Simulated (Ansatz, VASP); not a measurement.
## One calculation of CdSe, two programs

The input INCAR:

```
ALGO     = Normal         # electronic algorithm
EDIFF    = 1E-7           # SCF threshold, eV
ENCUT    = 520            # plane-wave cutoff, eV
GGA      = PE             # functional
ISIF     = 2              # what is computed and relaxed
ISMEAR   = -1             # smearing method
ISPIN    = 2              # spin polarisation
LASPH    = True           # aspherical terms in the spheres
LCHARG   = False          # write CHGCAR
LORBIT   = 11             # projections on sites
LREAL    = False          # projectors in reciprocal space
LWAVE    = False          # write WAVECAR
MAGMOM   = 0.5 0.5 0 0    # initial moments
NBANDS   = 30             # bands
NELM     = 150            # most SCF steps
PREC     = Accurate       # precision mode
SIGMA    = 0.01           # smearing width, eV
```

The input KPOINTS:

```
k-points
0
Gamma
  7 7 4
```

The input POSCAR:

```
CdSe
1.0
    4.2122202675      0.0000000000      0.0000000000
   -2.1061101337      3.6478897580      0.0000000000
    0.0000000000      0.0000000000      6.8766944832
Cd Se
2 2
Direct
    0.6666666667      0.3333333333      0.5000000000
    0.3333333333      0.6666666667      0.0000000000
    0.6666666667      0.3333333333      0.8850000000
    0.3333333333      0.6666666667      0.3850000000
```

File input.yaml:

```yaml
crystal:
  lattice:
    - [4.2122202675, 0.0, 0.0]
    - [-2.1061101337, 3.647889758, 0.0]
    - [0.0, 0.0, 6.8766944832]
  atoms:
    - { symbol: Cd, position: [0.6666666667, 0.3333333333, 0.5], spin: 0.5 }
    - { symbol: Cd, position: [0.3333333333, 0.6666666667, 0.0], spin: 0.5 }
    - { symbol: Se, position: [0.6666666667, 0.3333333333, 0.885] }
    - { symbol: Se, position: [0.3333333333, 0.6666666667, 0.385] }
kpoints:
  mp_grid: { grid: [7, 7, 4] }
scf:
  occupations: { method: fermi_dirac, width: 0.01 }
  lower_state_search: "off"
hamiltonian:
  xc: pbe
  pseudopotentials: { kind: all_electron, lapw: { basis_error: 0.002 } }
magnetization:
  spin_polarized: true
output:
  forces: true
  stress: true
  eigenvalues: true
```

Change from the starting cell: volume scaled by 0.94.

Alike in both runs: task single point; functional PBE; k mesh 7 × 7 × 4; occupations fermi-dirac, width 0.01 eV; collinear spin.

```csv
,VASP,Ansatz
version,VASP 6.6.1,Ansatz 0.2.0
potentials or method,"VASP PAW PBE potentials, release 64 (Cd, Se), cutoff 520 eV","all-electron LAPW, scalar-relativistic"
```

VASP gave:

| Quantity | Value |
| --- | --- |
| gap on the k mesh at the Fermi level (eV) | 0.84 |
| least direct gap on the mesh (eV) | 0.84 |
| pressure (GPa) | 7.6 |
| traceless stress, the component that is largest in VASP (GPa) | -2.00 |
| rms of the force components (eV/Å) | 0.209 |
| net moment per atom (μB) | 0.00 |

Problem. Estimate Ansatz's values.

Solution. gap on the k mesh at the Fermi level (eV): 0.83; least direct gap on the mesh (eV): 0.83; pressure (GPa): 7.2; traceless stress, the component that is largest in VASP (GPa): -1.94; rms of the force components (eV/Å): 0.202; net moment per atom (μB): 0.00.

Atom by atom the forces differ by 0.006 eV/Å (rms over components). Ansatz ran all-electron here, and VASP with PAW potentials.
